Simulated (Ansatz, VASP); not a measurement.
TePb in VASP and in Ansatz

```
CELL_PARAMETERS angstrom
0.00000 3.27090 3.27090
3.27090 0.00000 3.27090
3.27090 3.27090 0.00000
ATOMIC_POSITIONS crystal
Te 0.00000 0.00000 0.00000
Pb 0.50000 0.50000 0.50000
```

Alike in both runs: task single point; functional PBE; k mesh 4 × 4 × 4; occupations gaussian, width 0.1 eV; collinear spin.

|  | VASP | Ansatz |
| --- | --- | --- |
| version | VASP 6.6.1 | Ansatz 0.2.0 |
| potentials or method | VASP PAW PBE potentials, release 64 (Te, Pb_d), cutoff 520 eV | scalar-relativistic, plane waves, PAW |
| valence electrons in the cell | 20 | 30 |

```tsv
	VASP	Ansatz	Ansatz less VASP
gap on the k mesh at the Fermi level (eV)	0.81	0.80	-0.004
least direct gap on the mesh (eV)	0.81	0.80	-0.004
pressure (GPa)	0.5	0.5	+0.04
net moment per atom (μB)	0.00	0.00	0.000
```

VASP's potentials hold 20 valence electrons a cell and Ansatz's 30, so a difference there can come from the potentials and not from the codes. Ansatz's warnings: seeded moment not kept.

Neither program's run includes spin-orbit coupling.
